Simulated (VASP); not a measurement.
# WS2 (R3m) in VASP: single point with LDA

Aim: the single point of WS2 with LDA.

All numbers are computed with VASP 6.6.1; they aren't measurements. Logs are shortened: lines on timing, memory, paths and dates and some standing lists are left out, and cuts for length are marked.

## Step 1: The cell of the first run

Symmetry: R3m, No. 160, trigonal system. Conventional cell: a = 3.046 Å, b = 3.046 Å, c = 16.417 Å, α = 90.00°, β = 90.00°, γ = 120.00°. Within 3.1 Å of W (site symmetry 3m) lie 6 S at 2.35 to 2.36 Å and 6 W at 3.05 Å. S (site symmetry 3m) has 3 W at 2.35 Å and 10 S at 2.93 to 3.13 Å within 3.2 Å. Within 3.2 Å of S (site symmetry 3m) lie 3 W at 2.36 Å and 10 S at 2.93 to 3.13 Å.

## Step 2: Single point, LDA

INCAR

```
  PREC = Accurate
  ENCUT = 520
  EDIFF = 1E-7
  ISMEAR = 0
  SIGMA = 0.01
  LREAL = F
  LASPH = T
  NELM = 100
  ALGO = Normal
  ISIF = 2
  LWAVE = F
  LCHARG = F
  NBANDS = 20
```

KPOINTS

```
regular mesh
0
Gamma
  8 8 8
```

POSCAR

```
WS2
1.0
    1.5231215510      0.8793746375      5.4724601346
   -1.5231215510      0.8793746375      5.4724601346
    0.0000000000     -1.7587492750      5.4724601346
W S
1 2
Direct
   -0.0005399238     -0.0005399238     -0.0005399238
    0.7612557395      0.7612557395      0.7612557395
    0.5705841843      0.5705841843      0.5705841843
```

Potentials or basis: VASP PAW LDA potentials, release 64 (W_sv, S).

Command:

```console
cat potpaw_LDA.64/W_sv/POTCAR potpaw_LDA.64/S/POTCAR > POTCAR
mpirun -np 1 vasp_std > vasp.out
```

OUTCAR:

```text
PREC = Accurate
   ENCUT = 520
   EDIFF = 1E-7
   ISMEAR = 0
   LREAL = F
   LASPH = T
   NELM = 100
   ISIF = 2

 ion  position               nearest neighbor table
   1  0.999  0.999  0.999-   2 2.35   2 2.35   2 2.35   3 2.36   3 2.36   3 2.36
   2  0.761  0.761  0.761-   1 2.35   1 2.35   1 2.35
   3  0.571  0.571  0.571-   1 2.36   1 2.36   1 2.36

  LATTYP: Found a trigonal (rhomboedric) cell.
 ALAT       =     5.7481317780
 COS(alpha) =     0.8595745934

  Lattice vectors:

 A1 = (   1.5231215510,   0.8793746375,   5.4724601346)
 A2 = (  -1.5231215510,   0.8793746375,   5.4724601346)
 A3 = (   0.0000000000,  -1.7587492750,   5.4724601346)

Analysis of symmetry for initial positions (statically):
=====================================================================
 Subroutine PRICEL returns:
 Original cell was already a primitive cell.

 Routine SETGRP: Setting up the symmetry group for a
 trigonal (rhombohedral) supercell.

 Subroutine GETGRP returns: Found  6 space group operations
 (whereof  6 operations were pure point group operations)
 out of a pool of 12 trial point group operations.

The static configuration has the point symmetry C_3v.

Analysis of symmetry for dynamics (positions and initial velocities):
=====================================================================
 Subroutine PRICEL returns:
 Original cell was already a primitive cell.

 Routine SETGRP: Setting up the symmetry group for a
 trigonal (rhombohedral) supercell.

 Subroutine GETGRP returns: Found  6 space group operations
 (whereof  6 operations were pure point group operations)
 out of a pool of 12 trial point group operations.

The dynamic configuration has the point symmetry C_3v.

 Subroutine INISYM returns: Found  6 space group operations
 (whereof  6 operations are pure point group operations),
 and found     1 'primitive' translations

----------------------------------------------------------------------------------------

                                     Primitive cell

  volume of cell :      43.9787

  direct lattice vectors                    reciprocal lattice vectors
     1.523121551  0.879374638  5.472460135     0.328273209  0.189528626  0.060911057
    -1.523121551  0.879374638  5.472460135    -0.328273209  0.189528626  0.060911057
[... 84 lines left out ...]
   LASPH  =      T    aspherical Exc in radial PAW
   ENCUT  =  520.0 eV  38.22 Ry    6.18 a.u.  10.69 10.69 10.69*2*pi/ulx,y,z
   NELM   =    100;   NELMIN=  2; NELMDL= -5     # of ELM steps
   EDIFF  = 0.1E-06   stopping-criterion for ELM
   LREAL  =      F    real-space projection
   EDIFFG = 0.1E-05   stopping-criterion for IOM
   NSW    =      0    number of steps for IOM
   IBRION =     -1    ionic relax: 0-MD 1-quasi-New 2-CG
   NFREE  =      0    steps in history (QN), initial steepest desc. (CG)
   ISIF   =      2    stress and relaxation
   ISYM   =      2    0-nonsym 1-usesym 2-fastsym
   POTIM  = 0.5000    time-step for ionic-motion
   TEBEG  =    0.0;   TEEND  =   0.0 temperature during run
   PSTRESS=    0.0 pullay stress
   NELECT =      26.0000    total number of electrons
   NUPDOWN=      -1.0000    fix difference up-down
   EMIN   =  10.00;   EMAX   =-10.00  energy-range for DOS
   EFERMI =   0.00;   METHOD = LEGACY
   ISMEAR =     0;   SIGMA  =   0.01  broadening in eV -4-tet -1-fermi 0-gaus
   EFERMI_NEDOS =   21; number of points for ismear=-14 and -15
   IALGO  =     38    algorithm
   IMIX   =      4    mixing-type and parameters
     AMIX     =   0.40;   BMIX     =  1.00
     AMIX_MAG =   1.60;   BMIX_MAG =  1.00
  volume/ion in A,a.u.               =      14.66        98.93
  Fermi-wavevector in a.u.,A,eV,Ry     =   1.373995  2.596474 25.685927  1.887862
  Thomas-Fermi vector in A             =   2.499462
   LORBIT       =      0    0 simple, 1 ext, 2 COOP (PROOUT), +10 PAW based schemes
   GGA     = CA    functional components
   LHFCALC =     F    Hartree Fock is set to
   AEXX    =    0.0000 exact exchange contribution
   IVDW    =     0    specifies the selected vdW correction
   LEPSILON=     F    determine dielectric tensor
   LRPA    =     F    only Hartree local field effects (RPA)
 non-spin polarized calculation
 Gauss-broadening in eV      SIGMA  =   0.01
  energy-cutoff  :      520.00
  volume of cell :       43.98
 maximum number of plane-waves:      1202
 NGX is ok and might be reduce to    48
   NGX = 21   NGY = 21   NGZ = 21

 number of electron      26.0000000 magnetization

 Free energy of the ion-electron system (eV)
  ---------------------------------------------------
  ext. energy  EPLUGINS =         0.00000000
  ---------------------------------------------------
  free energy    TOTEN  =       -25.98146718 eV

  energy without entropy =      -25.98146718  energy(sigma->0) =      -25.98146718

 E-fermi :  10.8460     XC(G=0): -12.3603

 val. band max:       10.5924770398   @ k =   0.5000   0.5000   0.5000
 cond. band min:      10.9933410369   @ k =  -0.2500   0.1250  -0.0000
 fundamental gap:      0.4008639970
 Fermi energy:        10.8460149823

 k-point     1 :       0.0000    0.0000    0.0000
  band No.  band energies     occupation
      1     -63.9976      2.00000
      2     -28.6560      2.00000
      3     -28.3233      2.00000
      4     -28.3233      2.00000
      5      -6.6108      2.00000
      6      -3.5611      2.00000
[... 541 lines left out ...]
     19      18.2943      0.00000
     20      19.5903      0.00000

 [... further k-points ...]

------------------------ aborting loop because EDIFF is reached ----------------------------------------

  FORCE on cell =-STRESS in cart. coord.  units (eV):
  Direction    XX          YY          ZZ          XY          YZ          ZX
  --------------------------------------------------------------------------------------
  -------------------------------------------------------------------------------------
  Total        4.2714084      4.2714084      4.2858399      0.0000000     -0.0000000      0.0000000
  in kB      155.6106531    155.6106532    156.1364019      0.0000000     -0.0000000      0.0000000
  external PRESSURE =     155.7859027 kB  Pullay stress =       0.0000000 kB

 VOLUME and BASIS-vectors are now :
 -----------------------------------------------------------------------------
  energy-cutoff  :      520.00
  volume of cell :       43.98
      direct lattice vectors                 reciprocal lattice vectors
     1.523121551  0.879374638  5.472460135     0.328273209  0.189528626  0.060911057
    -1.523121551  0.879374638  5.472460135    -0.328273209  0.189528626  0.060911057
     0.000000000 -1.758749275  5.472460135     0.000000000 -0.379057252  0.060911057

 POSITION                                       TOTAL-FORCE (eV/Angst)
 -----------------------------------------------------------------------------------
      0.00000      0.00000     16.40852         0.000000     -0.000000      0.001013
      0.00000      0.00000     12.49783         0.000000      0.000000      0.045312
      0.00000      0.00000      9.36750         0.000000     -0.000000     -0.046325
 -----------------------------------------------------------------------------------
    total drift:                               -0.000000     -0.000000     -0.000127

  FREE ENERGIE OF THE ION-ELECTRON SYSTEM (eV)
  ---------------------------------------------------
  free  energy   TOTEN  =       -25.9814671788 eV

  energy  without entropy=      -25.9814671788  energy(sigma->0) =      -25.98146718
```

OSZICAR:

```text
N       E                     dE             d eps       ncg     rms          rms(c)
DAV:   1     0.195917353229E+03    0.19592E+03   -0.13311E+04  2600   0.134E+03
DAV:   2    -0.172078445370E+02   -0.21313E+03   -0.20660E+03  2984   0.353E+02
DAV:   3    -0.270240466335E+02   -0.98162E+01   -0.96930E+01  3192   0.706E+01
DAV:   4    -0.271471240797E+02   -0.12308E+00   -0.12299E+00  3092   0.851E+00
DAV:   5    -0.271487874823E+02   -0.16634E-02   -0.16633E-02  3180   0.104E+00    0.321E+01
DAV:   6    -0.261649561285E+02    0.98383E+00   -0.40920E+00  2920   0.145E+01    0.137E+01
DAV:   7    -0.260433051393E+02    0.12165E+00   -0.12836E+00  2736   0.634E+00    0.585E+00
DAV:   8    -0.259842189947E+02    0.59086E-01   -0.30163E-01  2940   0.360E+00    0.154E+00
DAV:   9    -0.259818535110E+02    0.23655E-02   -0.15420E-02  3108   0.859E-01    0.625E-01
DAV:  10    -0.259815033885E+02    0.35012E-03   -0.42472E-03  3020   0.447E-01    0.563E-02
DAV:  11    -0.259814683045E+02    0.35084E-04   -0.30247E-04  2956   0.123E-01    0.693E-02
DAV:  12    -0.259814680128E+02    0.29174E-06   -0.48262E-05  3092   0.530E-02    0.172E-02
DAV:  13    -0.259814672003E+02    0.81248E-06   -0.59193E-06  3052   0.180E-02    0.367E-03
DAV:  14    -0.259814671788E+02    0.21508E-07   -0.33068E-07  2616   0.378E-03
   1 F= -.25981467E+02 E0= -.25981467E+02  d E =-.720884E-98
```

stdout:

```text
POSCAR found type information on POSCAR W S
 POSCAR found :  2 types and       3 ions
 scaLAPACK will be used
 LDA part: xc-table for (Slater(with rela. corr.)+CA(PZ))
 , standard interpolation
 POSCAR, INCAR and KPOINTS ok, starting setup
 FFT: planning ... GRIDC
 FFT: planning ... GRID_SOFT
 FFT: planning ... GRID
 WAVECAR not read
 entering main loop
```

It took 90 s on 1 thread of Intel Xeon 6975P-C (Granite Rapids), shared host; peak memory 0.28 GiB.

What came out:

* Free energy: -25.9815 eV
* Pressure: 15.6 GPa
* Largest force: 0.046 eV/Å
* Band gap on the k mesh: 0.40 eV (least direct gap 1.63 eV)

Forces on the atoms (eV/Å):
```
W    0.000  0.000  0.001
S    0.000  0.000  0.045
S    0.000  0.000 -0.046
```

Caveat: the cell stands under pressure; spin-orbit coupling is left out, which moves the levels of the heavy elements.
